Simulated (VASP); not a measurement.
# CdIn2O4 (Fd-3m) in VASP: relaxation of the atoms with PBE

Aim: the relaxation of the atoms of CdIn2O4 with PBE.

Program: VASP 6.6.1. These are calculated values, not measurements. Logs are shortened: lines on timing, memory, paths and dates and some standing lists are left out, and cuts for length are marked.

## (1) The cell of the first run

Symmetry: Fd-3m, No. 227, cubic system. The conventional cell has a = 9.222 Å, b = 9.222 Å, c = 9.222 Å, α = 90.00°, β = 90.00°, γ = 90.00°. Cd (site symmetry -43m) has 4 O at 2.21 Å within 2.9 Å. Within 2.9 Å of In (site symmetry -3m) lie 6 O at 2.19 Å. O (site symmetry 3m) has 3 In at 2.19 Å and 1 Cd at 2.21 Å within 2.9 Å.

## (2) Relaxation of the atoms, PBE

INCAR reads:

```
PREC = Accurate ; ENCUT = 520
EDIFF = 1E-7 ; ISMEAR = -1
SIGMA = 0.02 ; LREAL = False
LASPH = True ; NELM = 120
ALGO = Normal ; ISIF = 2
LWAVE = False ; LCHARG = False
GGA = PE ; IBRION = 2
NSW = 80 ; EDIFFG = -0.02
GGA_COMPAT = False ; NELMIN = 4
KPAR = 4
```

KPOINTS reads:

```
Automatic mesh
0
Gamma
  5 5 5
```

POSCAR reads:

```
CdIn2O4
1.0
    0.0000000000      4.6110186847      4.6110186847
    4.6110186847      0.0000000000      4.6110186847
    4.6110186847      4.6110186847      0.0000000000
Cd In O
2 4 8
Direct
    0.7500000000      0.7500000000      0.7500000000
    0.5000000000      0.5000000000      0.5000000000
    0.6250000000      0.1250000000      0.1250000000
    0.1250000000      0.1250000000      0.1250000000
    0.1250000000      0.6250000000      0.1250000000
    0.1250000000      0.1250000000      0.6250000000
    0.3617459100      0.3617459100      0.3617459100
    0.3352377300      0.8882540900      0.8882540900
    0.8882540900      0.8882540900      0.3352377300
    0.8882540900      0.3352377300      0.8882540900
    0.3617459100      0.3617459100      0.9147622700
    0.3617459100      0.9147622700      0.3617459100
    0.8882540900      0.8882540900      0.8882540900
    0.9147622700      0.3617459100      0.3617459100
```

Potentials or basis: VASP PAW PBE potentials, release 64 (Cd, In_d, O).

On the command line:

```
> cat potpaw_PBE.64/Cd/POTCAR potpaw_PBE.64/In_d/POTCAR potpaw_PBE.64/O/POTCAR > POTCAR
> mpirun -np 4 vasp_std > vasp.out
```

OUTCAR:

```text
PREC = Accurate
   ENCUT = 520
   EDIFF = 1E-7
   ISMEAR = -1
   LREAL = False
   LASPH = True
   NELM = 120
   ISIF = 2
   GGA = PE
   IBRION = 2
   NSW = 80
   EDIFFG = -0.02
   NELMIN = 4

 ion  position               nearest neighbor table
   1  0.750  0.750  0.750-  13 2.21   9 2.21  10 2.21   8 2.21   3 3.82   4 3.82   6 3.82   4 3.82
                             5 3.82   6 3.82   5 3.82   6 3.82   3 3.82   3 3.82   4 3.82   5 3.82
   2  0.500  0.500  0.500-   7 2.21  11 2.21  12 2.21  14 2.21   4 3.82   6 3.82   4 3.82   5 3.82
                             6 3.82   3 3.82   5 3.82   6 3.82   3 3.82   4 3.82   5 3.82   3 3.82
   3  0.625  0.125  0.125-   9 2.19  10 2.19  11 2.19  12 2.19   7 2.19  13 2.19   4 3.26   6 3.26
                             5 3.26   4 3.26   5 3.26   6 3.26   1 3.82   2 3.82   1 3.82   2 3.82
   4  0.125  0.125  0.125-   8 2.19   9 2.19  10 2.19  11 2.19  12 2.19  14 2.19   3 3.26   5 3.26
                             6 3.26   6 3.26   5 3.26   3 3.26   2 3.82   1 3.82   2 3.82   1 3.82
   5  0.125  0.625  0.125-   8 2.19   9 2.19  11 2.19  14 2.19  13 2.19   7 2.19   4 3.26   6 3.26
                             3 3.26   4 3.26   6 3.26   3 3.26   2 3.82   1 3.82   1 3.82   2 3.82
   6  0.125  0.125  0.625-   8 2.19  10 2.19  12 2.19  14 2.19  13 2.19   7 2.19   4 3.26   3 3.26
                             4 3.26   5 3.26   5 3.26   3 3.26   2 3.82   1 3.82   2 3.82   1 3.82
   7  0.362  0.362  0.362-   3 2.19   5 2.19   6 2.19   2 2.21
   8  0.335  0.888  0.888-   5 2.19   6 2.19   4 2.19   1 2.21
   9  0.888  0.888  0.335-   3 2.19   5 2.19   4 2.19   1 2.21
  10  0.888  0.335  0.888-   3 2.19   6 2.19   4 2.19   1 2.21
  11  0.362  0.362  0.915-   3 2.19   5 2.19   4 2.19   2 2.21
  12  0.362  0.915  0.362-   3 2.19   6 2.19   4 2.19   2 2.21
  13  0.888  0.888  0.888-   3 2.19   5 2.19   6 2.19   1 2.21
  14  0.915  0.362  0.362-   5 2.19   6 2.19   4 2.19   2 2.21

  LATTYP: Found a face centered cubic cell.
 ALAT       =     9.2220373694

  Lattice vectors:

 A1 = (   0.0000000000,   4.6110186847,   4.6110186847)
 A2 = (   4.6110186847,   0.0000000000,   4.6110186847)
 A3 = (   4.6110186847,   4.6110186847,   0.0000000000)

Analysis of symmetry for initial positions (statically):
=====================================================================
 Subroutine PRICEL returns:
 Original cell was already a primitive cell.

 Routine SETGRP: Setting up the symmetry group for a
 face centered cubic supercell.

 Subroutine GETGRP returns: Found 48 space group operations
 (whereof 24 operations were pure point group operations)
 out of a pool of 48 trial point group operations.

The static configuration has the point symmetry T_d .
 The point group associated with its full space group is O_h .

Analysis of symmetry for dynamics (positions and initial velocities):
=====================================================================
 Subroutine PRICEL returns:
 Original cell was already a primitive cell.

 Routine SETGRP: Setting up the symmetry group for a
 face centered cubic supercell.

 Subroutine GETGRP returns: Found 48 space group operations
 (whereof 24 operations were pure point group operations)
 out of a pool of 48 trial point group operations.

The dynamic configuration has the point symmetry T_d .
 The point group associated with its full space group is O_h .

 Subroutine INISYM returns: Found 48 space group operations
 (whereof 24 operations are pure point group operations),
 and found     1 'primitive' translations

----------------------------------------------------------------------------------------

                                     Primitive cell

  volume of cell :     196.0743

  direct lattice vectors                    reciprocal lattice vectors
     0.000000000  4.611018685  4.611018685    -0.108435908  0.108435908  0.108435908
     4.611018685  0.000000000  4.611018685     0.108435908 -0.108435908  0.108435908
     4.611018685  4.611018685  0.000000000     0.108435908  0.108435908 -0.108435908

  length of vectors
     6.520965160  6.520965160  6.520965160     0.187816503  0.187816503  0.187816503

  position of ions in fractional coordinates (direct lattice)
     0.750000000  0.750000000  0.750000000
     0.500000000  0.500000000  0.500000000
     0.625000000  0.125000000  0.125000000
[... 98 lines left out ...]
   EMIN   =  10.00;   EMAX   =-10.00  energy-range for DOS
   EFERMI =   0.00;   METHOD = LEGACY
   ISMEAR =    -1;   SIGMA  =   0.02  broadening in eV -4-tet -1-fermi 0-gaus
   EFERMI_NEDOS =   21; number of points for ismear=-14 and -15
   IALGO  =     38    algorithm
   IMIX   =      4    mixing-type and parameters
     AMIX     =   0.40;   BMIX     =  1.00
     AMIX_MAG =   1.60;   BMIX_MAG =  1.00
  volume/ion in A,a.u.               =      14.01        94.51
  Fermi-wavevector in a.u.,A,eV,Ry     =   1.405212  2.655466 26.866346  1.974621
  Thomas-Fermi vector in A             =   2.527696
   LORBIT       =      0    0 simple, 1 ext, 2 COOP (PROOUT), +10 PAW based schemes
   GGA     = PE    functional components
   LHFCALC =     F    Hartree Fock is set to
   AEXX    =    0.0000 exact exchange contribution
   IVDW    =     0    specifies the selected vdW correction
   LEPSILON=     F    determine dielectric tensor
   LRPA    =     F    only Hartree local field effects (RPA)
 conjugate gradient relaxation of ions
 non-spin polarized calculation
  energy-cutoff  :      520.00
  volume of cell :      196.07
 maximum number of plane-waves:      5296
   NGX = 25   NGY = 25   NGZ = 25

--------------------------------------- Ionic step        1  -------------------------------------------

 number of electron     124.0000042 magnetization

 Free energy of the ion-electron system (eV)
  ---------------------------------------------------
  ext. energy  EPLUGINS =         0.00000000
  ---------------------------------------------------
  free energy    TOTEN  =       -71.57792993 eV

  energy without entropy =      -71.57792993  energy(sigma->0) =      -71.57792993

------------------------ aborting loop because EDIFF is reached ----------------------------------------

  FORCE on cell =-STRESS in cart. coord.  units (eV):
  Direction    XX          YY          ZZ          XY          YZ          ZX
  --------------------------------------------------------------------------------------
  -------------------------------------------------------------------------------------
  Total        6.2635730      6.2635730      6.2635730     -0.0000000     -0.0000000     -0.0000000
  in kB       51.1813909     51.1813909     51.1813909     -0.0000000     -0.0000000     -0.0000000
  external PRESSURE =      51.1813909 kB  Pullay stress =       0.0000000 kB

 VOLUME and BASIS-vectors are now :
 -----------------------------------------------------------------------------
  energy-cutoff  :      520.00
  volume of cell :      196.07
      direct lattice vectors                 reciprocal lattice vectors
     0.000000000  4.611018685  4.611018685    -0.108435908  0.108435908  0.108435908
     4.611018685  0.000000000  4.611018685     0.108435908 -0.108435908  0.108435908
     4.611018685  4.611018685  0.000000000     0.108435908  0.108435908 -0.108435908

 POSITION                                       TOTAL-FORCE (eV/Angst)
 -----------------------------------------------------------------------------------
      6.91653      6.91653      6.91653        -0.000000     -0.000000     -0.000000
      4.61102      4.61102      4.61102        -0.000000      0.000000     -0.000000
      1.15275      3.45826      3.45826        -0.000000      0.000000     -0.000000
      1.15275      1.15275      1.15275        -0.000000     -0.000000     -0.000000
      3.45826      1.15275      3.45826        -0.000000      0.000000     -0.000000
      3.45826      3.45826      1.15275        -0.000000      0.000000     -0.000000
      3.33603      3.33603      3.33603         0.098060      0.098060      0.098060
      8.19151      5.64154      5.64154        -0.098060      0.098060      0.098060
      5.64154      5.64154      8.19151         0.098060      0.098060     -0.098060
      5.64154      8.19151      5.64154         0.098060     -0.098060      0.098060
      5.88600      5.88600      3.33603        -0.098060     -0.098060      0.098060
      5.88600      3.33603      5.88600        -0.098060      0.098060     -0.098060
      8.19151      8.19151      8.19151        -0.098060     -0.098060     -0.098060
      3.33603      5.88600      5.88600         0.098060     -0.098060     -0.098060
 -----------------------------------------------------------------------------------
    total drift:                                0.000000      0.000000      0.000000

  FREE ENERGIE OF THE ION-ELECTRON SYSTEM (eV)
  ---------------------------------------------------
  free  energy   TOTEN  =       -71.5779299306 eV

  energy  without entropy=      -71.5779299306  energy(sigma->0) =      -71.57792993

--------------------------------------- Ionic step        2  -------------------------------------------

 number of electron     124.0000042 magnetization

 Free energy of the ion-electron system (eV)
  ---------------------------------------------------
  ext. energy  EPLUGINS =         0.00000000
  ---------------------------------------------------
  free energy    TOTEN  =       -71.58355191 eV

  energy without entropy =      -71.58355191  energy(sigma->0) =      -71.58355191

 E-fermi :   3.9345     XC(G=0): -10.7108

 val. band max:        3.4452954324   @ k =  -0.4000   0.2000   0.0000
 cond. band min:       4.4795889309   @ k =   0.0000   0.0000   0.0000
 fundamental gap:      1.0342934986
 Fermi energy:         3.9344712824

 k-point     1 :       0.0000    0.0000    0.0000
  band No.  band energies     occupation
      1     -13.8848      2.00000
      2     -13.3009      2.00000
      3     -13.3009      2.00000
      4     -13.3009      2.00000
      5     -13.0135      2.00000
      6     -12.7842      2.00000
[... 759 lines left out ...]
     73      12.4618      0.00000
     74      13.2052      0.00000

------------------------ aborting loop because EDIFF is reached ----------------------------------------

  FORCE on cell =-STRESS in cart. coord.  units (eV):
  Direction    XX          YY          ZZ          XY          YZ          ZX
  --------------------------------------------------------------------------------------
  -------------------------------------------------------------------------------------
  Total        5.9811436      5.9811436      5.9811436     -0.0000000      0.0000000      0.0000000
  in kB       48.8735823     48.8735823     48.8735823     -0.0000000      0.0000000      0.0000000
  external PRESSURE =      48.8735823 kB  Pullay stress =       0.0000000 kB

 VOLUME and BASIS-vectors are now :
 -----------------------------------------------------------------------------
  energy-cutoff  :      520.00
  volume of cell :      196.07
      direct lattice vectors                 reciprocal lattice vectors
     0.000000000  4.611018685  4.611018685    -0.108435908  0.108435908  0.108435908
     4.611018685  0.000000000  4.611018685     0.108435908 -0.108435908  0.108435908
     4.611018685  4.611018685  0.000000000     0.108435908  0.108435908 -0.108435908

 POSITION                                       TOTAL-FORCE (eV/Angst)
 -----------------------------------------------------------------------------------
      6.91653      6.91653      6.91653         0.000000      0.000000      0.000000
      4.61102      4.61102      4.61102         0.000000      0.000000      0.000000
      1.15275      3.45826      3.45826         0.000000      0.000000      0.000000
      1.15275      1.15275      1.15275         0.000000      0.000000      0.000000
      3.45826      1.15275      3.45826         0.000000      0.000000      0.000000
      3.45826      3.45826      1.15275         0.000000      0.000000      0.000000
      3.34076      3.34076      3.34076         0.001047      0.001047      0.001047
      8.18678      5.64627      5.64627        -0.001047      0.001047      0.001047
      5.64627      5.64627      8.18678         0.001047      0.001047     -0.001047
      5.64627      8.18678      5.64627         0.001047     -0.001047      0.001047
      5.88127      5.88127      3.34076        -0.001047     -0.001047      0.001047
      5.88127      3.34076      5.88127        -0.001047      0.001047     -0.001047
      8.18678      8.18678      8.18678        -0.001047     -0.001047     -0.001047
      3.34076      5.88127      5.88127         0.001047     -0.001047     -0.001047
 -----------------------------------------------------------------------------------
    total drift:                                0.000000      0.000000      0.000000

  FREE ENERGIE OF THE ION-ELECTRON SYSTEM (eV)
  ---------------------------------------------------
  free  energy   TOTEN  =       -71.5835519109 eV

  energy  without entropy=      -71.5835519109  energy(sigma->0) =      -71.58355191

 reached required accuracy - stopping structural energy minimisation
```

Run time: 3.7 min. Hardware: 4 MPI ranks of AMD EPYC 7R13 (Zen 3), shared host; peak memory 0.38 GiB.

Results:

```
Free energy               : -71.5836 eV
Energy gained by relaxing : 0.4 meV/atom
Ionic steps               : 2
Pressure after relaxing   : 4.9 GPa
Band gap on the k mesh    : 1.03 eV, indirect (least direct gap 1.09 eV)
```

Step by step:
```
step  energy change (eV)  largest force (eV/Å)  pressure (GPa)
   1              0.0000                0.1698            5.12
   2             -0.0056                0.0018            4.89
```

Final structure:
```xyz
14
Lattice="0.0000 4.6110 4.6110 4.6110 0.0000 4.6110 4.6110 4.6110 0.0000" Properties=species:S:1:pos:R:3 pbc="T T T"
Cd    6.9165    6.9165    6.9165
Cd    4.6110    4.6110    4.6110
In    1.1528    3.4583    3.4583
In    1.1528    1.1528    1.1528
In    3.4583    1.1528    3.4583
In    3.4583    3.4583    1.1528
O     3.3408    3.3408    3.3408
O     8.1868    5.6463    5.6463
O     5.6463    5.6463    8.1868
O     5.6463    8.1868    5.6463
O     5.8813    5.8813    3.3408
O     5.8813    3.3408    5.8813
O     8.1868    8.1868    8.1868
O     3.3408    5.8813    5.8813
```

Levels at points of the mesh, in eV from the valence-band top:
| k point | band 59 | band 60 | band 61 | band 62 | band 63 | band 64 | band 65 | band 66 |
| --- | --- | --- | --- | --- | --- | --- | --- | --- |
| (0.00, 0.00, 0.00) | -0.10 | -0.10 | -0.06 | -0.06 | 1.03 | 5.04 | 5.67 | 5.67 |

Caveat: spin-orbit coupling is left out, which moves the levels of the heavy elements. A k mesh can miss the band edges.
